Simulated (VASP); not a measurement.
Wanted: the native input for a VASP 6.6.1 run.

```yaml
Task: single point
Functional: LDA
Potentials_or_basis: VASP PAW LDA potentials, release 64 (W_sv)
Cutoff: 520 eV
k_mesh: 20 × 20 × 20
Occupations: gaussian, width 0.15 eV
Spin: no spin polarisation
Dipole_correction: no
Further_INCAR_settings: ALGO = Fast; EDIFF = 1e-06; NBANDS = 13
```

The structure of W lies in POSCAR:

```
W
1.0
   -1.5942649354      1.5210356913      1.5210356913
    1.5210356913     -1.5942649354      1.5210356913
    1.5210356913      1.5210356913     -1.5942649354
W
1
Direct
    0.0000000000      0.0000000000      0.0000000000
```

The input as run:

INCAR

```
SYSTEM = W
ALGO = Fast ; EDIFF = 1E-6
ENCUT = 520 ; ISIF = 2
ISMEAR = 0 ; LASPH = .True.
LCHARG = .False. ; LREAL = .False.
LWAVE = .False. ; NBANDS = 13
NELM = 100 ; PREC = Accurate
SIGMA = 0.15
```

KPOINTS

```
k-points
0
Gamma
  20 20 20
  0 0 0
```

Potentials or basis: VASP PAW LDA potentials, release 64 (W_sv).

The run is started by

```sh
$ cat potpaw_LDA.64/W_sv/POTCAR > POTCAR
$ mpirun -np 1 vasp_std > vasp.out
```

Results of the run:

```
Pressure               : 42.4 GPa
Band gap on the k mesh : zero (bands 7 and 8 overlap by 6.66 eV)
```

Caveat: the cell stands under pressure; spin-orbit coupling is left out, which moves the levels of the heavy elements.

It took 2.1 min on 1 thread of Intel(R) Xeon(R) Platinum 8375C CPU @ 2.90GHz (Ice Lake), with other jobs on the host, peak memory 0.23 GiB.
